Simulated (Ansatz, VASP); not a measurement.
## One calculation of Os, two programs

```
Os
1.0
     0.00000    1.94500    1.94500
     1.94500    0.00000    1.94500
     1.94500    1.94500    0.00000
Os
1
Direct
  0.00000 0.00000 0.00000
```

Alike in both runs: task electric field gradients; functional PBE; k mesh 14 × 14 × 14; occupations fermi-dirac, width 0.03 eV; no spin polarisation.

```csv
,VASP,Ansatz
version,VASP 6.6.1,Ansatz 0.2.0
potentials or method,"VASP PAW PBE potentials, release 64 (Os), cutoff 520 eV","all-electron PAW with datasets made for the crystal, scalar-relativistic"
```

|  | VASP | Ansatz | Ansatz less VASP |
| --- | --- | --- | --- |
| pressure (GPa) | -9.7 | -9.4 | +0.30 |

Ansatz ran all-electron here, and VASP with PAW potentials.

Spin-orbit coupling is off throughout.
